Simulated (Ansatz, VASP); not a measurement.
## One calculation of BaY, two programs

```
Ba Y
1.0
     3.85318    0.00000    0.00000
     0.00000    3.85318    0.00000
     0.00000    0.00000    5.77946
Ba Y
1 1
Direct
  0.00000 0.00000 0.00000
  0.50000 0.50000 0.50000
```

Alike in both runs: task single point; functional PBEsol; k mesh 11 × 11 × 8; occupations fermi-dirac, width 0.03 eV; no spin polarisation.

|  | VASP | Ansatz |
| --- | --- | --- |
| version | VASP 6.6.1 | Ansatz 0.2.0 |
| potentials or method | VASP PAW PBE potentials, release 64 (Ba_sv, Y_sv), cutoff 520 eV | all-electron LAPW, scalar-relativistic |

Ansatz gave:

| Item | Value |
| --- | --- |
| pressure (GPa) | -1.4 |

Question: What did VASP give for the same quantities?

Answer: Pressure (GPa): -1.2.

VASP's potentials were made for PBE, not for PBEsol. Ansatz ran all-electron here, and VASP with PAW potentials.

Spin-orbit coupling is off throughout.
